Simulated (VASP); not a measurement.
Runs of VASP 6.6.1 on TiN. The structure is that of space group Fm-3m (No. 225), or close to it. The cells are those of the table. 

```csv
task,cell,cutoff (eV),gap on the mesh (eV),pressure (GPa)
single point,"a = 2.891 Å, angles 60.0°, 2 atoms",520,none,30.5
single point,"a = 2.973 Å, angles 60.0°, 2 atoms",520,none,0.5
relaxation of cell and atoms,"relaxed to 60 GPa from a = 2.827 Å, angles 60.0°, 2 atoms",600,none,60.0
single point,"a = 2.831 Å, angles 60.0°, 2 atoms",520,none,60.5
single point,"a = 2.928 Å, angles 60.0°, 2 atoms",520,none,(a)
```

Alike in all rows: level PBEsol; potentials or basis VASP PAW PBE potentials, release 64 (Ti_sv, N); no spin polarisation; k mesh 18 × 18 × 18; smearing gaussian 0.1 eV.

Task: Fill in the values left out.

Result: (a) 15.6.

Caveats: the PAW data sets were made with another functional, which shifts forces and pressure a little; the cell is relaxed towards a set pressure, so the enthalpy falls and the energy may rise (some runs).

A gap of «none» marks levels without a gap at the run's occupations.
